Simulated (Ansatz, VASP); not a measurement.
# B in VASP and in Ansatz

INCAR

```
SYSTEM = B
PREC = Accurate
ENCUT = 600
EDIFF = 1E-6
ISMEAR = 0
SIGMA = 0.1
LREAL = .FALSE.
LASPH = .TRUE.
NELM = 60
ALGO = Normal
ISIF = 3
LWAVE = .FALSE.
LCHARG = .FALSE.
GGA = PE
IBRION = 2
NSW = 100
EDIFFG = -0.01
```

File KPOINTS:

```
Automatic mesh
0
G
  18 18 18
  0 0 0
```

File POSCAR:

```
B
1.0
   -1.7834530879      1.7834530879      1.7834530879
    1.7834530879     -1.7834530879      1.7834530879
    1.7834530879      1.7834530879     -1.7834530879
B
3
Direct
    0.0000000000      0.5000000000      0.5000000000
    0.5000000000      0.0000000000      0.5000000000
    0.5000000000      0.5000000000      0.0000000000
```

Input for Ansatz:

```yaml
crystal:
  lattice:
    - [-1.7834530879, 1.7834530879, 1.7834530879]
    - [1.7834530879, -1.7834530879, 1.7834530879]
    - [1.7834530879, 1.7834530879, -1.7834530879]
  atoms:
    - { symbol: B, position: [0.0, 0.5, 0.5] }
    - { symbol: B, position: [0.5, 0.0, 0.5] }
    - { symbol: B, position: [0.5, 0.5, 0.0] }
basis:
  ecutwfc: 420
kpoints:
  mp_grid: { grid: [18, 18, 18] }
hamiltonian:
  xc: pbe
scf:
  occupations: { method: gaussian, width: 0.1 }
output:
  forces: true
  stress: true
  eigenvalues: true
  write_density: true
  write_potential: true
  elf: true
  volumetric_format: npy
relax:
  adjacent_minimum: "off"
  f_tol: 0.01
  max_steps: 80
  cell: { stress_tol: 0.05 }
```

Alike in both runs: task relaxation of cell and atoms; functional PBE; k mesh 18 × 18 × 18; occupations gaussian, width 0.1 eV; no spin polarisation.

|  | VASP | Ansatz |
| --- | --- | --- |
| version | VASP 6.6.1 | Ansatz 0.2.0 |
| potentials or method | VASP PAW PBE potentials, release 64 (B), cutoff 600 eV | scalar-relativistic, plane waves, PAW |
| valence electrons in the cell | 9 | 9 |

|  | VASP | Ansatz | Ansatz less VASP |
| --- | --- | --- | --- |
| gap on the k mesh at the Fermi level, each at its own relaxed structure (eV) | none | none | - |
| relaxed volume (Å³/atom) | 7.56 | 7.56 | 0.000 |
| relaxed cell length with the largest relative difference (Å) | 3.089 | 3.089 | 0.0000 |

A gap of «none» marks a metal or a gap that the smearing closes.

Noted on VASP's run: the relaxation stopped at its first step, so nothing moved.
